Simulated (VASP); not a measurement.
# CdS (rocksalt type): single point with LDA

CdS (rocksalt type):

```
Cd S
1.0
     0.00000    2.66973    2.66973
     2.66973    0.00000    2.66973
     2.66973    2.66973    0.00000
Cd S
1 1
Direct
  0.00000 0.00000 0.00000
  0.50000 0.50000 0.50000
```

```yaml
Program: VASP 6.6.1
Task: single point
Functional: LDA
Potentials_or_basis: VASP PAW LDA potentials, release 64 (Cd, S)
Cutoff: 520 eV
k_mesh: 14 × 14 × 14
Occupations: fermi-dirac, width 0.05 eV
Spin: no spin polarisation
```

```json
{"Pressure": "0.7 GPa", "Band gap on the k mesh": "zero (bands 9 and 10 overlap by 0.02 eV)"}
```

Levels at points of the mesh, in eV from the Fermi level:
```tsv
k point	band 7	band 8	band 9	band 10	band 11	band 12
(0.00, 0.00, 0.00)	-1.08	-1.08	-1.08	0.87	9.02	9.02
(0.50, 0.00, 0.00)	-5.45	-0.15	-0.15	3.08	5.50	5.50
(0.50, 0.50, 0.00)	-5.00	-2.65	-2.65	-0.17	5.66	9.98
```

It took 89 s on 1 thread of Intel Xeon 8259CL (shared host), peak memory 0.19 GiB.

Caveat: semilocal functionals underestimate gaps, so a narrow gap can read as zero.
